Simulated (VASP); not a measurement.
Runs of VASP 6.6.1 on MnSi (rocksalt type). The structure is that of space group Fm-3m (No. 225), or close to it. The cells are those of the table. 

```csv
task,cell,gap on the mesh (eV),pressure (GPa),moment (μB)
single point,"a = 3.392, b = 3.392, c = 3.357 Å, angles 60.3, 60.3, 59.3°, 2 atoms",none,4.3,2.35
single point,"a = 3.403 Å, angles 60.0°, 2 atoms",none,2.1,2.41
single point,"a = 3.418, b = 3.418, c = 3.443 Å, angles 59.8, 59.8, 60.5°, 2 atoms",none,0.1,2.47
electric field gradients,"a = 3.392, b = 3.392, c = 3.357 Å, angles 60.3, 60.3, 59.3°, 2 atoms",none,(b),2.35
single point,"a = 3.426 Å, angles 60.0°, 2 atoms",none,(a),2.47
```

Alike in all rows: level PBE; potentials or basis VASP PAW PBE potentials, release 64 (Mn_pv, Si); spin collinear, ferromagnetic start; k mesh 15 × 15 × 15; cutoff (eV) 520; smearing fermi-dirac 0.05 eV.

Question: Estimate the missing entries.

Answer: (a) 0.0; (b) 4.6.

A gap of «none» marks levels without a gap at the run's occupations.
